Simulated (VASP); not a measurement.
Here is a VASP 6.6.1 calculation.

INCAR

```
SYSTEM = Sn
GGA = PE
ISMEAR = 1
SIGMA = 0.1
LWAVE = .FALSE.
LCHARG = .FALSE.
ISIF = 2
PREC = Accurate
LASPH = .TRUE.
LREAL = .FALSE.
ALGO = Normal
EDIFF = 1E-6
NELM = 120
GGA_COMPAT = .FALSE.
ENCUT = 400
```

File KPOINTS:

```
k-points
0
Gamma
  13 13 13
```

File POSCAR:

```
Sn
1.0
   -1.7265390000      1.7755470000      2.3383420000
    1.7265390000     -1.7755470000      2.3383420000
    1.7265390000      1.7755470000     -2.3383420000
Sn
1
Direct
    0.0000000000      0.0000000000      0.0000000000
```

Potentials or basis: VASP PAW PBE potentials, release 64 (Sn_d).

The run is started by

```bash
$ cat potpaw_PBE.64/Sn_d/POTCAR > POTCAR
$ mpirun -np 1 vasp_std > vasp.out
```

Q: Predict the pressure.

A: -1.0 GPa.

Q: What does it give for the band gap on the k mesh?

A: Zero (bands 7 and 8 overlap by 8.98 eV).

Stress tensor (GPa, compression positive):
```
-0.50  0.00  0.00
 0.00 -1.35  0.00
 0.00  0.00 -1.20
```

Caveat: spin-orbit coupling is left out, which moves the levels of the heavy elements.
